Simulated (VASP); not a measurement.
# CdS (rocksalt type) (Fm-3m) in VASP: further runs, part 2 of 2

VASP 6.6.1.

## Step 3: Relaxation of cell and atoms, r2SCAN

This run uses another cell than the first one, of 16.06 Å³/atom, 0.792 times its volume.

Input file POSCAR:

```
CdS
1.0
    0.0000000000      2.5228479314      2.5228479314
    2.5228479314      0.0000000000      2.5228479314
    2.5228479314      2.5228479314      0.0000000000
Cd S
1 1
Direct
    0.0000000000      0.0000000000      0.0000000000
    0.5000000000      0.5000000000      0.5000000000
```

Input file INCAR.step1:

```
PREC = Accurate
ENCUT = 600
ISMEAR = -1
SIGMA = 0.05
LREAL = False
LASPH = True
NELM = 80
GGA = PE
ALGO = Normal
EDIFF = 1E-4
LWAVE = True
LCHARG = False
```

Input file INCAR.step2:

```
PREC = Accurate
ENCUT = 600
EDIFF = 1E-6
ISMEAR = -1
SIGMA = 0.05
LREAL = False
LASPH = True
NELM = 80
ALGO = Normal
ISIF = 3
LWAVE = False
LCHARG = False
METAGGA = R2SCAN
LMIXTAU = True
IBRION = 2
NSW = 60
EDIFFG = -0.005
ISTART = 1
```

Input file KPOINTS:

```
regular mesh
0
Gamma
  14 14 14
```

Potentials or basis: VASP PAW PBE potentials, release 64 (Cd, S).

Started as:

```console
> cat potpaw_PBE.64/Cd/POTCAR potpaw_PBE.64/S/POTCAR > POTCAR
> cp INCAR.step1 INCAR
> mpirun -np 1 vasp_std > vasp.out
> cp INCAR.step2 INCAR
> mpirun -np 1 vasp_std > vasp.out
```

OUTCAR:

```text
PREC = Accurate
   ENCUT = 600
   EDIFF = 1E-6
   ISMEAR = -1
   LREAL = False
   LASPH = True
   NELM = 80
   ISIF = 3
   METAGGA = R2SCAN
   IBRION = 2
   NSW = 60
   EDIFFG = -0.005
   ISTART = 1

 ion  position               nearest neighbor table
   1  0.000  0.000  0.000-   2 2.52   2 2.52   2 2.52   2 2.52   2 2.52   2 2.52
   2  0.500  0.500  0.500-   1 2.52   1 2.52   1 2.52   1 2.52   1 2.52   1 2.52

  LATTYP: Found a face centered cubic cell.
 ALAT       =     5.0456958628

  Lattice vectors:

 A1 = (   0.0000000000,   2.5228479314,   2.5228479314)
 A2 = (   2.5228479314,   0.0000000000,   2.5228479314)
 A3 = (   2.5228479314,   2.5228479314,   0.0000000000)

[... 162 lines left out ...]
 NGX is ok and might be reduce to    30
   NGX = 15   NGY = 15   NGZ = 15

--------------------------------------- Ionic step        1  -------------------------------------------

 number of electron      18.0000002 magnetization

 Free energy of the ion-electron system (eV)
  ---------------------------------------------------
  ext. energy  EPLUGINS =         0.00000000
  ---------------------------------------------------
  free energy    TOTEN  =       -28.78458194 eV

  energy without entropy =      -28.78456231  energy(sigma->0) =      -28.78457213

 E-fermi :   5.8791     XC(G=0): -12.3157

 val. band max:        5.5207602807   @ k =   0.5000   0.0000   0.0000
 cond. band min:       6.0995873044   @ k =   0.5000   0.5000   0.0000
 fundamental gap:      0.5788270237
 Fermi energy:         5.8790556538
[... 884 lines left out ...]
--------------------------------------- Ionic step        4  -------------------------------------------

 number of electron      18.0000004 magnetization

 Free energy of the ion-electron system (eV)
  ---------------------------------------------------
  ext. energy  EPLUGINS =         0.00000000
  ---------------------------------------------------
  free energy    TOTEN  =       -29.52218728 eV

  energy without entropy =      -29.52217945  energy(sigma->0) =      -29.52218336

 E-fermi :   3.1556     XC(G=0): -10.9759

 val. band max:        2.6984742919   @ k =  -0.2857   0.1429   0.0000
 cond. band min:       3.4314089328   @ k =   0.5000   0.5000   0.0000
 fundamental gap:      0.7329346409
 Fermi energy:         3.1556132881
[... 413 lines left out ...]
  FREE ENERGIE OF THE ION-ELECTRON SYSTEM (eV)
  ---------------------------------------------------
  free  energy   TOTEN  =       -29.5221872802 eV

  energy  without entropy=      -29.5221794480  energy(sigma->0) =      -29.52218336

 reached required accuracy - stopping structural energy minimisation
```

OUTCAR.step1:

```text
PREC = Accurate
   ENCUT = 600
   ISMEAR = -1
   LREAL = False
   LASPH = True
[... 605 lines left out ...]
      0.00000      0.00000      0.00000         0.000000     -0.000000     -0.000000
      2.52285      2.52285      2.52285         0.000000      0.000000      0.000000
 -----------------------------------------------------------------------------------
    total drift:                               -0.000000      0.000000      0.000000

  FREE ENERGIE OF THE ION-ELECTRON SYSTEM (eV)
  ---------------------------------------------------
  free  energy   TOTEN  =        -5.0619487266 eV

  energy  without entropy=       -5.0614467473  energy(sigma->0) =       -5.06169774
```

OSZICAR.step1:

```text
N       E                     dE             d eps       ncg     rms          rms(c)
DAV:   1     0.124569636826E+03    0.12457E+03   -0.10757E+04  2792   0.152E+03
DAV:   2    -0.124865522614E+01   -0.12582E+03   -0.11982E+03  3054   0.330E+02
DAV:   3    -0.560288543214E+01   -0.43542E+01   -0.43426E+01  3284   0.648E+01
DAV:   4    -0.562604079612E+01   -0.23155E-01   -0.23152E-01  3079   0.476E+00
DAV:   5    -0.562624390489E+01   -0.20311E-03   -0.20311E-03  3249   0.456E-01    0.137E+01
DAV:   6    -0.509753796696E+01    0.52871E+00   -0.96294E-01  3745   0.166E+01    0.103E+01
DAV:   7    -0.506342792213E+01    0.34110E-01   -0.29845E-01  2974   0.484E+00    0.423E+00
DAV:   8    -0.506242620682E+01    0.10017E-02   -0.36404E-02  3024   0.320E+00    0.569E-01
DAV:   9    -0.506198483307E+01    0.44137E-03   -0.46714E-03  3134   0.130E+00    0.129E-01
DAV:  10    -0.506194872657E+01    0.36107E-04   -0.37495E-04  2809   0.363E-01
   1 F= -.50619487E+01 E0= -.50616977E+01  d E =-.501979E-03
```

Run time: 6.4 min. Hardware: 1 thread of Intel Xeon 6975P-C (Granite Rapids), shared host; peak memory 0.22 GiB.

Results:

```yaml
Free_energy: -29.5222 eV
Relaxed_volume: 20.38 Å³/atom
Relaxed_cell: a = 3.863 Å, b = 3.863 Å, c = 3.863 Å, α = 60.00°, β = 60.00°, γ = 60.00°
Space_group_after_relaxing_to_0.05_Å: Fm-3m (No. 225)
Energy_gained_by_relaxing: 368.8 meV/atom
Ionic_steps: 4
Pressure_after_relaxing: 0.0 GPa
Band_gap_on_the_k_mesh: 0.73 eV, indirect (least direct gap 2.31 eV)
```

Step by step:
| step | energy change (eV) | largest force (eV/Å) | pressure (GPa) | volume (Å³) |
| --- | --- | --- | --- | --- |
| 1 | 0.0000 | 0.0000 | 34.13 | 32.11 |
| 2 | -0.3163 | 0.0000 | -11.03 | 50.78 |
| 3 | -0.7374 | 0.0000 | -0.36 | 40.96 |
| 4 | -0.7376 | 0.0000 | 0.02 | 40.77 |

Final structure:
```
Cd S
1.0
     0.00000    2.73169    2.73169
     2.73169    0.00000    2.73169
     2.73169    2.73169    0.00000
Cd S
1 1
Direct
  0.00000 0.00000 0.00000
  0.50000 0.50000 0.50000
```

Levels at points of the mesh, in eV from the valence-band top:
```csv
k point,band 7,band 8,band 9,band 10,band 11,band 12
"(0.00, 0.00, 0.00)",-0.76,-0.76,-0.76,1.56,9.73,9.73
"(0.50, 0.00, 0.00)",-4.89,0.00,0.00,4.06,6.46,6.46
"(0.50, 0.50, 0.00)",-4.32,-2.18,-2.18,0.73,6.42,10.74
```

Caveat: the volume moved by over 15 % at a fixed basis, so the end points are rough; the PAW data sets were made with another functional, which shifts forces and pressure a little. r2SCAN opens gaps a little over a GGA but as a rule still falls short of measured ones.
